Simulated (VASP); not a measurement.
Here is a VASP 6.6.1 calculation.

Contents of INCAR:

```
PREC     = Accurate       # precision mode
ENCUT    = 520            # plane-wave cutoff, eV
EDIFF    = 1E-6           # SCF threshold, eV
ISMEAR   = 0              # smearing method
SIGMA    = 0.2            # smearing width, eV
LREAL    = False          # projectors in reciprocal space
LASPH    = True           # aspherical terms in the spheres
NELM     = 60             # most SCF steps
ALGO     = Normal         # electronic algorithm
ISIF     = 2              # what is computed and relaxed
LWAVE    = False          # write WAVECAR
LCHARG   = False          # write CHGCAR
GGA      = PE             # functional
NBANDS   = 38             # bands
```

KPOINTS

```
Automatic mesh
0
Gamma
  4 4 4
```

File POSCAR:

```
Hf4O3
1.0
    4.7991574380      0.0000000000      0.0000000000
    0.0000000000      4.7991574380      0.0000000000
    0.0000000000      0.0000000000      5.0417781542
Hf O
4 3
Direct
    0.2506453379      0.2506453379      0.2510861959
    0.7493546621      0.7493546621      0.2510861959
    0.7493546621      0.2506453379      0.7489138041
    0.2506453379      0.7493546621      0.7489138041
    0.0000000000      0.0000000000      0.0000000000
    0.0000000000      0.0000000000      0.5000000000
    0.5000000000      0.5000000000      0.0000000000
```

Potentials or basis: VASP PAW PBE potentials, release 64 (Hf_pv, O).

Launch:

```bash
$ cat potpaw_PBE.64/Hf_pv/POTCAR potpaw_PBE.64/O/POTCAR > POTCAR
$ mpirun -np 1 vasp_std > vasp.out
```

(1) Predict the pressure.

(2) What does it give for the band gap on the k mesh?

(3) Predict the largest force.

Answers

(1) -1.0 GPa.

(2) zero (band 29 reaches 5.90 eV, above the bottom of band 30 at 4.96 eV).

(3) 0.110 eV/Å.

Caveat: spin-orbit coupling is left out, which moves the levels of the heavy elements.
